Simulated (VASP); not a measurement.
Set up this calculation in VASP 6.6.1, as the native input.

- Task: relaxation of the atoms
- Functional: PBEsol
- Potentials or basis: VASP PAW PBE potentials, release 64 (Cd, S)
- Cutoff: 520 eV
- k mesh: 6 × 6 × 4
- Occupations: gaussian, width 0.02 eV
- Spin: no spin polarisation
- Dipole correction: no
- Further INCAR settings: ALGO = Normal; EDIFF = 1e-06; IBRION = 2; EDIFFG = -0.002; NSW = 60

The structure of CdS (sol2) lies in POSCAR:

```
CdS
1.0
    4.1662911580      0.0000000000      0.0000000000
   -2.0831455790      3.6081139824      0.0000000000
    0.0000000000      0.0000000000      6.6546385727
Cd S
2 2
Direct
    0.3333333333      0.6666666667     -0.0016381756
    0.6666666667      0.3333333333      0.4983618244
    0.3333333333      0.6666666667      0.3786381756
    0.6666666667      0.3333333333      0.8786381756
```

This cell differs from its parent crystal: strained cell.

One way to write it, as run:

INCAR

```
PREC = Accurate
ENCUT = 520
EDIFF = 1E-6
ISMEAR = 0
SIGMA = 0.02
LREAL = F
LASPH = T
NELM = 80
ALGO = Normal
ISIF = 2
LWAVE = F
LCHARG = F
GGA = PS
IBRION = 2
NSW = 60
EDIFFG = -0.002
```

KPOINTS

```
Automatic mesh
0
Gamma
  6 6 4
```

Potentials or basis: VASP PAW PBE potentials, release 64 (Cd, S).

Command:

```bash
$ cat potpaw_PBE.64/Cd/POTCAR potpaw_PBE.64/S/POTCAR > POTCAR
$ mpirun -np 1 vasp_std > vasp.out
```

It gave:

```yaml
Energy_gained_by_relaxing: 0.0 meV/atom
Ionic_steps: 3
Pressure_after_relaxing: -0.3 GPa
Band_gap_on_the_k_mesh: 1.09 eV, direct
```

Caveat: the cell differs from its parent crystal (strained cell); the PAW data sets were made with another functional, which shifts forces and pressure a little.

Run time: 41 s on 1 thread of AMD EPYC 7R13 Processor (Zen 3), with other jobs on the host, peak memory 0.2 GiB.
